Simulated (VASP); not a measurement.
# BN (zincblende type) (F-43m) in VASP: notebook

Runs on BN (zincblende type). Level: PBE. Tasks: relaxation of cell and atoms, single point.

All numbers are computed with VASP 6.6.1; they aren't measurements. Logs are shortened: lines on timing, memory, paths and dates and some standing lists are left out, and cuts for length are marked.

**1. The cell of the first run**

It takes space group F-43m (No. 216, cubic). The conventional cell has a = 3.202 Å, b = 3.202 Å, c = 3.202 Å, α = 90.00°, β = 90.00°, γ = 90.00°. Within 1.9 Å of B (site symmetry -43m) lie 4 N at 1.39 Å. Within 1.9 Å of N (site symmetry -43m) lie 4 B at 1.39 Å.

**2. Relaxation of cell and atoms, PBE, target pressure 270 GPa, at which the enthalpy is minimised**

Contents of INCAR:

```
SYSTEM = BN
ALGO     = Normal         ! electronic algorithm
EDIFF    = 1E-6           ! SCF threshold, eV
EDIFFG   = -0.005         ! ionic threshold
ENCUT    = 600            ! plane-wave cutoff, eV
GGA      = PE             ! functional
IBRION   = 2              ! ionic algorithm
ISIF     = 3              ! what is computed and relaxed
ISMEAR   = -1             ! smearing method
LASPH    = .True.         ! aspherical terms in the spheres
LCHARG   = .False.        ! write CHGCAR
LREAL    = .False.        ! projectors in reciprocal space
LWAVE    = .False.        ! write WAVECAR
NELM     = 100            ! most SCF steps
NSW      = 32             ! ionic steps
PREC     = Accurate       ! precision mode
PSTRESS  = 2700.0       
SIGMA    = 0.05           ! smearing width, eV
```

Contents of KPOINTS:

```
k-points
0
Gamma
  17 17 17
  0 0 0
```

Contents of POSCAR:

```
BN
1.0
    0.0000000000      1.6009114386      1.6009114386
    1.6009114386      0.0000000000      1.6009114386
    1.6009114386      1.6009114386      0.0000000000
B N
1 1
Direct
    0.0000000000      0.0000000000      0.0000000000
    0.2500000000      0.2500000000      0.2500000000
```

Potentials or basis: VASP PAW PBE potentials, release 64 (B, N).

Command:

```bash
$ cat potpaw_PBE.64/B/POTCAR potpaw_PBE.64/N/POTCAR > POTCAR
$ mpirun -np 1 vasp_std > vasp.out
```

OUTCAR:

```text
SYSTEM = BN
   EDIFF = 1E-6
   EDIFFG = -0.005
   ENCUT = 600
   GGA = PE
   IBRION = 2
   ISIF = 3
   ISMEAR = -1
   LASPH = .True.
   LREAL = .False.
   NELM = 100
   NSW = 32
   PREC = Accurate
   PSTRESS = 2700.0

 ion  position               nearest neighbor table
   1  0.000  0.000  0.000-   2 1.39   2 1.39   2 1.39   2 1.39
   2  0.250  0.250  0.250-   1 1.39   1 1.39   1 1.39   1 1.39

  LATTYP: Found a face centered cubic cell.
 ALAT       =     3.2018228772

  Lattice vectors:

 A1 = (   0.0000000000,   1.6009114386,   1.6009114386)
 A2 = (   1.6009114386,   0.0000000000,   1.6009114386)
 A3 = (   1.6009114386,   1.6009114386,   0.0000000000)

Analysis of symmetry for initial positions (statically):
=====================================================================
 Subroutine PRICEL returns:
 Original cell was already a primitive cell.

 Routine SETGRP: Setting up the symmetry group for a
 face centered cubic supercell.

 Subroutine GETGRP returns: Found 24 space group operations
 (whereof 24 operations were pure point group operations)
 out of a pool of 48 trial point group operations.

The static configuration has the point symmetry T_d .

Analysis of symmetry for dynamics (positions and initial velocities):
=====================================================================
 Subroutine PRICEL returns:
 Original cell was already a primitive cell.

 Routine SETGRP: Setting up the symmetry group for a
 face centered cubic supercell.

 Subroutine GETGRP returns: Found 24 space group operations
 (whereof 24 operations were pure point group operations)
 out of a pool of 48 trial point group operations.

The dynamic configuration has the point symmetry T_d .

 Subroutine INISYM returns: Found 24 space group operations
 (whereof 24 operations are pure point group operations),
 and found     1 'primitive' translations

----------------------------------------------------------------------------------------

                                     Primitive cell

  volume of cell :       8.2060

  direct lattice vectors                    reciprocal lattice vectors
     0.000000000  1.600911439  1.600911439    -0.312322086  0.312322086  0.312322086
     1.600911439  0.000000000  1.600911439     0.312322086 -0.312322086  0.312322086
     1.600911439  1.600911439  0.000000000     0.312322086  0.312322086 -0.312322086

  length of vectors
     2.264030669  2.264030669  2.264030669     0.540957721  0.540957721  0.540957721

  position of ions in fractional coordinates (direct lattice)
     0.000000000  0.000000000  0.000000000
     0.250000000  0.250000000  0.250000000

  ion indices of the primitive-cell ions
   primitive index   ion index
                 1           1
                 2           2

----------------------------------------------------------------------------------------

 KPOINTS: k-points

Automatic generation of k-mesh.
 Grid dimensions read from file:
 generate k-points for:   17   17   17

 Generating k-lattice:

  Cartesian coordinates                     Fractional coordinates (reciprocal lattice)
    -0.018371887  0.018371887  0.018371887     0.058823529  0.000000000  0.000000000
     0.018371887 -0.018371887  0.018371887     0.000000000  0.058823529  0.000000000
     0.018371887  0.018371887 -0.018371887     0.000000000  0.000000000  0.058823529

  Length of vectors
     0.031821042  0.031821042  0.031821042

  Shift w.r.t. Gamma in fractional coordinates (k-lattice)
     0.000000000  0.000000000  0.000000000

 Subroutine IBZKPT returns following result:
 ===========================================

 Found    165 irreducible k-points:

 Following reciprocal coordinates:
            Coordinates               Weight
  0.000000  0.000000  0.000000      1.000000
  0.058824  0.000000  0.000000      8.000000
  0.117647  0.000000  0.000000      8.000000
  0.176471  0.000000  0.000000      8.000000
  0.235294  0.000000  0.000000      8.000000
  0.294118  0.000000  0.000000      8.000000
[... 16 lines left out ...]
 -0.176471  0.058824  0.000000     24.000000
 -0.117647  0.058824  0.000000     24.000000
 [... further k-points ...]
   k-points           NKPTS =    165   k-points in BZ     NKDIM =    165   number of bands    NBANDS=      8
   number of dos      NEDOS =    301   number of ions     NIONS =      2
   total plane-waves  NPLWV =   5832
   dimension x,y,z NGX =    18 NGY =   18 NGZ =   18
   dimension x,y,z NGXF=    36 NGYF=   36 NGZF=   36
   ions per type =               1   1
   NGX,Y,Z   is equivalent  to a cutoff of  13.22, 13.22, 13.22 a.u.
   NGXF,Y,Z  is equivalent  to a cutoff of  26.43, 26.43, 26.43 a.u.
 SYSTEM =  BN
   PREC   = accura    normal or accurate (medium, high low for compatibility)
   ISTART =      0    job   : 0-new  1-cont  2-samecut
   ICHARG =      2    charge: 1-file 2-atom 10-const
   ISPIN  =      1    spin polarized calculation?
   LNONCOLLINEAR =      F non collinear calculations
   LSORBIT =      F    spin-orbit coupling
   LASPH  =      T    aspherical Exc in radial PAW
   ENCUT  =  600.0 eV  44.10 Ry    6.64 a.u.   4.52  4.52  4.52*2*pi/ulx,y,z
   NELM   =    100;   NELMIN=  2; NELMDL= -5     # of ELM steps
   EDIFF  = 0.1E-05   stopping-criterion for ELM
   LREAL  =      F    real-space projection
   EDIFFG = -.5E-02   stopping-criterion for IOM
   NSW    =     32    number of steps for IOM
   IBRION =      2    ionic relax: 0-MD 1-quasi-New 2-CG
   NFREE  =      1    steps in history (QN), initial steepest desc. (CG)
   ISIF   =      3    stress and relaxation
   ISYM   =      2    0-nonsym 1-usesym 2-fastsym
   POTIM  = 0.5000    time-step for ionic-motion
   TEBEG  =    0.0;   TEEND  =   0.0 temperature during run
   PSTRESS= 2700.0 pullay stress
   NELECT =       8.0000    total number of electrons
   NUPDOWN=      -1.0000    fix difference up-down
   EMIN   =  10.00;   EMAX   =-10.00  energy-range for DOS
   EFERMI =   0.00;   METHOD = LEGACY
   ISMEAR =    -1;   SIGMA  =   0.05  broadening in eV -4-tet -1-fermi 0-gaus
   EFERMI_NEDOS =   21; number of points for ismear=-14 and -15
   IALGO  =     38    algorithm
   IMIX   =      4    mixing-type and parameters
     AMIX     =   0.40;   BMIX     =  1.00
     AMIX_MAG =   1.60;   BMIX_MAG =  1.00
  volume/ion in A,a.u.               =       4.10        27.69
  Fermi-wavevector in a.u.,A,eV,Ry     =   1.623283  3.067560 35.851992  2.635047
  Thomas-Fermi vector in A             =   2.716758
   LORBIT       =      0    0 simple, 1 ext, 2 COOP (PROOUT), +10 PAW based schemes
   GGA     = PE    functional components
   LHFCALC =     F    Hartree Fock is set to
   AEXX    =    0.0000 exact exchange contribution
   IVDW    =     0    specifies the selected vdW correction
   LEPSILON=     F    determine dielectric tensor
   LRPA    =     F    only Hartree local field effects (RPA)
 conjugate gradient relaxation of ions
 non-spin polarized calculation
  energy-cutoff  :      600.00
  volume of cell :        8.21
 maximum number of plane-waves:       290
 NGX is ok and might be reduce to    18
   NGX =  9   NGY =  9   NGZ =  9

--------------------------------------- Ionic step        1  -------------------------------------------

 number of electron       7.9999998 magnetization

 Free energy of the ion-electron system (eV)
  ---------------------------------------------------
  ext. energy  EPLUGINS =         0.00000000
  ---------------------------------------------------
  free energy    TOTEN  =       -15.08560226 eV

  energy without entropy =      -15.08560226  energy(sigma->0) =      -15.08560226

------------------------ aborting loop because EDIFF is reached ----------------------------------------

  FORCE on cell =-STRESS in cart. coord.  units (eV):
  Direction    XX          YY          ZZ          XY          YZ          ZX
  --------------------------------------------------------------------------------------
  -------------------------------------------------------------------------------------
  Total       13.9026182     13.9026182     13.9026182      0.0000000      0.0000000      0.0000000
  in kB     2714.4088374   2714.4088374   2714.4088374      0.0000000      0.0000000      0.0000000
  external PRESSURE =      14.4088374 kB  Pullay stress =    2700.0000000 kB
[... 61 lines left out ...]
  enthalpy is  TOTEN    =        -1.2562952263 eV   P V=       13.9028020484

--------------------------------------- Ionic step        3  -------------------------------------------

 number of electron       7.9999998 magnetization

 Free energy of the ion-electron system (eV)
  ---------------------------------------------------
  ext. energy  EPLUGINS =         0.00000000
  ---------------------------------------------------
  free energy    TOTEN  =       -15.10222560 eV

  energy without entropy =      -15.10222560  energy(sigma->0) =      -15.10222560

 E-fermi :  13.4391     XC(G=0): -14.7073

 val. band max:       12.5905175107   @ k =   0.0000   0.0000   0.0000
 cond. band min:      17.4172432854   @ k =   0.4706   0.4706   0.0000
 fundamental gap:      4.8267257747
 Fermi energy:        13.4391104289

 k-point     1 :       0.0000    0.0000    0.0000
  band No.  band energies     occupation
      1     -12.3960      2.00000
      2      12.5905      2.00000
      3      12.5905      2.00000
      4      12.5905      2.00000
      5      23.1444      0.00000
      6      23.1444      0.00000
      7      23.1444      0.00000
      8      29.5031      0.00000
[... 243 lines left out ...]
 k-point    24 :      -0.1176    0.0588    0.0000
  band No.  band energies     occupation
      1     -11.7037      2.00000
      2       9.6538      2.00000
      3      11.0694      2.00000
      4      12.2347      2.00000
      5      23.8292      0.00000
      6      24.4571      0.00000
      7      25.0521      0.00000
      8      30.5400      0.00000

 [... further k-points ...]
[... 5 lines left out ...]
  --------------------------------------------------------------------------------------
  -------------------------------------------------------------------------------------
  Total       13.8454048     13.8454048     13.8454048     -0.0000000      0.0000000      0.0000000
  in kB     2700.0010224   2700.0010224   2700.0010224     -0.0000000      0.0000000      0.0000000
  external PRESSURE =       0.0010224 kB  Pullay stress =    2700.0000000 kB
[... 17 lines left out ...]
  FREE ENERGIE OF THE ION-ELECTRON SYSTEM (eV)
  ---------------------------------------------------
  free  energy   TOTEN  =       -15.1022255964 eV

  energy  without entropy=      -15.1022255963  energy(sigma->0) =      -15.10222560

  enthalpy is  TOTEN    =        -1.2568260795 eV   P V=       13.8453995169

 reached required accuracy - stopping structural energy minimisation
```

Run time: 14 s. Hardware: 1 thread of Intel Xeon Platinum 8488C (Sapphire Rapids), shared host; peak memory 0.12 GiB.

Results:

```yaml
Free_energy: -15.1022 eV
Relaxed_volume: 4.11 Å³/atom
Relaxed_cell: a = 2.265 Å, b = 2.265 Å, c = 2.265 Å, α = 60.00°, β = 60.00°, γ = 60.00°
Space_group_after_relaxing_to_0.05_Å: F-43m (No. 216)
Energy_change_on_relaxing_the_enthalpy_is_what_falls: -8.3 meV/atom
Ionic_steps: 3
Pressure_after_relaxing: 270.0 GPa
Band_gap_on_the_k_mesh: 4.83 eV, indirect (least direct gap 10.55 eV)
```

Step by step:
| step | energy change (eV) | largest force (eV/Å) | pressure (GPa) | volume (Å³) |
| --- | --- | --- | --- | --- |
| 1 | 0.0000 | 0.0000 | 271.44 | 8.21 |
| 2 | -0.0735 | 0.0000 | 265.05 | 8.25 |
| 3 | -0.0166 | 0.0000 | 270.00 | 8.22 |

Final structure:
```
B N
1.0
     0.00000    1.60155    1.60155
     1.60155    0.00000    1.60155
     1.60155    1.60155    0.00000
B N
1 1
Direct
  0.00000 0.00000 0.00000
  0.25000 0.25000 0.25000
```

Caveat: the cell is relaxed towards a set pressure, so the enthalpy falls and the energy may rise. A k mesh can miss the band edges.

**3. Relaxation of cell and atoms, PBE, target pressure 270 GPa, at which the enthalpy is minimised**

This run uses another cell than the first one, of 4.11 Å³/atom, 1.003 times its volume.

Contents of INCAR:

```
  PREC = Accurate
  ENCUT = 600
  EDIFF = 1E-6
  ISMEAR = -1
  SIGMA = 0.05
  LREAL = F
  LASPH = T
  NELM = 60
  ALGO = Normal
  ISIF = 3
  LWAVE = F
  LCHARG = F
  GGA = PE
  IBRION = 2
  NSW = 60
  EDIFFG = -0.005
  PSTRESS = 2700.0
```

Contents of KPOINTS:

```
regular mesh
0
Gamma
  17 17 17
```

Contents of POSCAR:

```
BN
1.0
    0.0000000000      1.6023782459      1.6023782459
    1.6023782459      0.0000000000      1.6023782459
    1.6023782459      1.6023782459      0.0000000000
B N
1 1
Direct
    0.0000000000      0.0000000000      0.0000000000
    0.2500000000      0.2500000000      0.2500000000
```

Potentials or basis: VASP PAW PBE potentials, release 64 (B, N).

Command:

```bash
$ cat potpaw_PBE.64/B/POTCAR potpaw_PBE.64/N/POTCAR > POTCAR
$ mpirun -np 1 vasp_std > vasp.out
```

OUTCAR:

```text
PREC = Accurate
   ENCUT = 600
   EDIFF = 1E-6
   ISMEAR = -1
   LREAL = F
   LASPH = T
   NELM = 60
   ISIF = 3
   GGA = PE
   IBRION = 2
   NSW = 60
   EDIFFG = -0.005
   PSTRESS = 2700.0

 ion  position               nearest neighbor table
   1  0.000  0.000  0.000-   2 1.39   2 1.39   2 1.39   2 1.39
   2  0.250  0.250  0.250-   1 1.39   1 1.39   1 1.39   1 1.39

  LATTYP: Found a face centered cubic cell.
 ALAT       =     3.2047564918

  Lattice vectors:

 A1 = (   0.0000000000,   1.6023782459,   1.6023782459)
 A2 = (   1.6023782459,   0.0000000000,   1.6023782459)
 A3 = (   1.6023782459,   1.6023782459,   0.0000000000)

Analysis of symmetry for initial positions (statically):
[... 254 lines left out ...]
  ext. energy  EPLUGINS =         0.00000000
  ---------------------------------------------------
  free energy    TOTEN  =       -15.10212306 eV

  energy without entropy =      -15.10212306  energy(sigma->0) =      -15.10212306

 E-fermi :  13.4395     XC(G=0): -14.7073

 val. band max:       12.5908988596   @ k =   0.0000   0.0000   0.0000
 cond. band min:      17.4174934936   @ k =   0.4706   0.4706   0.0000
 fundamental gap:      4.8265946340
 Fermi energy:        13.4395080563

 k-point     1 :       0.0000    0.0000    0.0000
  band No.  band energies     occupation
      1     -12.3959      2.00000
      2      12.5909      2.00000
      3      12.5909      2.00000
      4      12.5909      2.00000
      5      23.1448      0.00000
      6      23.1448      0.00000
      7      23.1448      0.00000
      8      29.5036      0.00000
[... 243 lines left out ...]
 k-point    24 :      -0.1176    0.0588    0.0000
  band No.  band energies     occupation
      1     -11.7036      2.00000
      2       9.6541      2.00000
      3      11.0697      2.00000
      4      12.2351      2.00000
      5      23.8296      0.00000
      6      24.4575      0.00000
      7      25.0526      0.00000
      8      30.5406      0.00000

 [... further k-points ...]
[... 5 lines left out ...]
  --------------------------------------------------------------------------------------
  -------------------------------------------------------------------------------------
  Total       13.8456541     13.8456541     13.8456541      0.0000000     -0.0000000      0.0000000
  in kB     2700.0882563   2700.0882563   2700.0882563      0.0000000     -0.0000000      0.0000000
  external PRESSURE =       0.0882563 kB  Pullay stress =    2700.0000000 kB
[... 21 lines left out ...]
  energy  without entropy=      -15.1021230583  energy(sigma->0) =      -15.10212306

  enthalpy is  TOTEN    =        -1.2569214802 eV   P V=       13.8452015781

 reached required accuracy - stopping structural energy minimisation
```

OSZICAR:

```text
N       E                     dE             d eps       ncg     rms          rms(c)
DAV:   1     0.176824674075E+02    0.17682E+02   -0.62367E+03  2752   0.118E+03
DAV:   2    -0.166823030013E+02   -0.34365E+02   -0.33104E+02  3464   0.236E+02
DAV:   3    -0.168818596899E+02   -0.19956E+00   -0.19956E+00  3224   0.198E+01
DAV:   4    -0.168820000253E+02   -0.14034E-03   -0.14034E-03  3656   0.461E-01
[... 17 lines left out ...]
DAV:   1    -0.151024872577E+02   -0.75377E-01   -0.13262E-02  2864   0.130E+00    0.147E-01
DAV:   2    -0.151021609842E+02    0.32627E-03   -0.10187E-03  2960   0.305E-01    0.529E-02
DAV:   3    -0.151021282442E+02    0.32740E-04   -0.10614E-04  3328   0.944E-02    0.167E-02
DAV:   4    -0.151021234676E+02    0.47766E-05   -0.41406E-06  2952   0.242E-02    0.527E-03
DAV:   5    -0.151021230584E+02    0.40923E-06   -0.19777E-07  1320   0.434E-03
   3 F= -.12569215E+01 E0= -.12569215E+01  d E =-.756688E-04
```

CONTCAR:

```text
BN
   1.00000000000000
    -0.0000000000000000    1.6015433626849682    1.6015433626849682
     1.6015433626849682   -0.0000000000000000    1.6015433626849682
     1.6015433626849682    1.6015433626849682   -0.0000000000000000
  B               N
     1     1
Direct
     0.0000000000000000    0.0000000000000000    0.0000000000000000
     0.2500000000000000    0.2500000000000000    0.2500000000000000

  0.00000000E+00  0.00000000E+00  0.00000000E+00
  0.00000000E+00  0.00000000E+00  0.00000000E+00
```

Wall time 18 s (1 thread of Intel Xeon Platinum 8488C (Sapphire Rapids), shared host); peak memory 0.12 GiB.

What came out:

- Free energy: -15.1021 eV
- Relaxed volume: 4.11 Å³/atom
- Relaxed cell: a = 2.265 Å, b = 2.265 Å, c = 2.265 Å, α = 60.00°, β = 60.00°, γ = 60.00°
- Space group after relaxing (to 0.05 Å): F-43m (No. 216)
- Energy change on relaxing (the enthalpy is what falls): +10.8 meV/atom
- Ionic steps: 3
- Pressure after relaxing: 270.0 GPa
- Band gap on the k mesh: 4.83 eV, indirect (least direct gap 10.55 eV)

Step by step:
| step | energy change (eV) | largest force (eV/Å) | pressure (GPa) | volume (Å³) |
| --- | --- | --- | --- | --- |
| 1 | 0.0000 | 0.0000 | 268.14 | 8.23 |
| 2 | 0.0966 | 0.0000 | 276.52 | 8.17 |
| 3 | 0.0216 | 0.0000 | 270.01 | 8.22 |

Final structure:
```xyz
2
Lattice="0.0000 1.6015 1.6015 1.6015 0.0000 1.6015 1.6015 1.6015 0.0000" Properties=species:S:1:pos:R:3 pbc="T T T"
B     0.0000    0.0000    0.0000
N     0.8008    0.8008    0.8008
```

Caveat: the cell is relaxed towards a set pressure, so the enthalpy falls and the energy may rise.

**4. Single point, PBE**

Contents of INCAR:

```
SYSTEM = BN
  ALGO = Normal
  EDIFF = 1E-6
  ENCUT = 520
  GGA = PE
  ISIF = 2
  ISMEAR = -1
  LASPH = .TRUE.
  LCHARG = .FALSE.
  LREAL = .FALSE.
  LWAVE = .FALSE.
  NBANDS = 11
  NELM = 100
  PREC = Accurate
  SIGMA = 0.05
```

Contents of KPOINTS:

```
k-points
0
G
  17 17 17
  0 0 0
```

Contents of POSCAR:

```
BN
1.0
    0.0000000000      1.6009114386      1.6009114386
    1.6009114386      0.0000000000      1.6009114386
    1.6009114386      1.6009114386      0.0000000000
B N
1 1
Direct
    0.0000000000      0.0000000000      0.0000000000
    0.2500000000      0.2500000000      0.2500000000
```

Command:

```bash
$ cat potpaw_PBE.64/B/POTCAR potpaw_PBE.64/N/POTCAR > POTCAR
$ mpirun -np 1 vasp_std > vasp.out
```

It took 9.7 s on 1 thread of Intel Xeon Platinum 8375C at 2.90GHz (Ice Lake), shared host; peak memory 0.12 GiB.

The run converged. Its results:

* Free energy: -15.0821 eV
* Pressure: 271.6 GPa
* Band gap on the k mesh: 4.83 eV, indirect (least direct gap 10.56 eV)

Levels at points of the mesh, in eV from the valence-band top:
| k point | band 2 | band 3 | band 4 | band 5 | band 6 | band 7 |
| --- | --- | --- | --- | --- | --- | --- |
| (0.00, 0.00, 0.00) | 0.00 | 0.00 | 0.00 | 10.56 | 10.56 | 10.56 |

A k mesh can miss the band edges. A hybrid or GW would open this gap; PBE tends to underestimate it.

(Continued in part 2 of 2.)
